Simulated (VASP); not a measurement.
A run of VASP 6.6.1:

The input INCAR:

```
ALGO = Normal ; EDIFF = 1E-6
ENCUT = 520 ; GGA = PE
ISIF = 2 ; ISMEAR = -1
LASPH = T ; LCHARG = F
LREAL = F ; LWAVE = F
NBANDS = 11 ; NELM = 60
PREC = Accurate ; SIGMA = 0.05
```

KPOINTS

```
k-points
0
Gamma
  15 15 15
```

File POSCAR:

```
SiC
1.0
    0.0000000000      1.8871619238      1.8871619238
    1.8871619238      0.0000000000      1.8871619238
    1.8871619238      1.8871619238      0.0000000000
Si C
1 1
Direct
    0.0000000000      0.0000000000      0.0000000000
    0.2500000000      0.2500000000      0.2500000000
```

Potentials or basis: VASP PAW PBE potentials, release 64 (Si, C).

Command:

```bash
$ cat potpaw_PBE.64/Si/POTCAR potpaw_PBE.64/C/POTCAR > POTCAR
$ mpirun -np 1 vasp_std > vasp.out
```

Hardware: 1 thread of Intel(R) Xeon(R) Platinum 8488C (Sapphire Rapids) (shared host).

Estimate the wall time of this run.

It took 8.8 s on 1 thread of Intel(R) Xeon(R) Platinum 8488C (Sapphire Rapids), on a shared host, peak memory 0.13 GiB. Counts: scf iterations 11, k points 120.
